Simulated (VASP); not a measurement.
GaCo3Pb:

```
CELL_PARAMETERS angstrom
4.20636 0.00000 0.00000
0.00000 4.20636 0.00000
0.00000 0.00000 4.20636
ATOMIC_POSITIONS crystal
Ga 0.00000 0.00000 0.00000
Co 0.00000 0.50000 0.50000
Co 0.50000 0.00000 0.50000
Co 0.50000 0.50000 0.00000
Pb 0.50000 0.50000 0.50000
```

| Quantity | Value |
| --- | --- |
| Program | VASP 6.6.1 |
| Task | relaxation of cell and atoms |
| Functional | PBE |
| Potentials or basis | VASP PAW PBE potentials, release 64 (Ga_d, Co, Pb_d) |
| Cutoff | 600 eV |
| k mesh | 4 × 4 × 4 |
| Occupations | gaussian, width 0.1 eV |
| Spin | collinear spin, ferromagnetic start |
| Starting moments | [0.0, 0.86, 0.86, 0.86, 0.0] μB |

At the start: pressure 57.3 GPa; volume 14.88 Å³/atom.

Question: How do energy, volume and symmetry change on relaxing?

Answer: Over 3 steps the energy falls by 738.9 meV/atom and the volume is 21.26 Å³/atom (+42.8 %); space group Pm-3m (No. 221, to 0.1 Å) before and after; moment 0.19 μB per cell.

The path:
```tsv
step	energy change (eV)	largest force (eV/Å)	pressure (GPa)	volume (Å³)
1	0.0000	0.0000	57.28	74.42
2	-2.2828	0.0000	-8.30	147.72
3	-3.6943	0.0000	-0.20	106.31
```

Final structure:
```xyz
5
Lattice="4.7372 0.0000 0.0000 0.0000 4.7372 0.0000 0.0000 0.0000 4.7372" Properties=species:S:1:pos:R:3 pbc="T T T"
Ga    0.0000    0.0000    0.0000
Co    0.0000    2.3686    2.3686
Co    2.3686    0.0000    2.3686
Co    2.3686    2.3686    0.0000
Pb    2.3686    2.3686    2.3686
```

Caveat: the k points lie up to 0.33 Å⁻¹ apart in the final cell; the volume moved by over 15 % at a fixed basis, so the end points are rough.
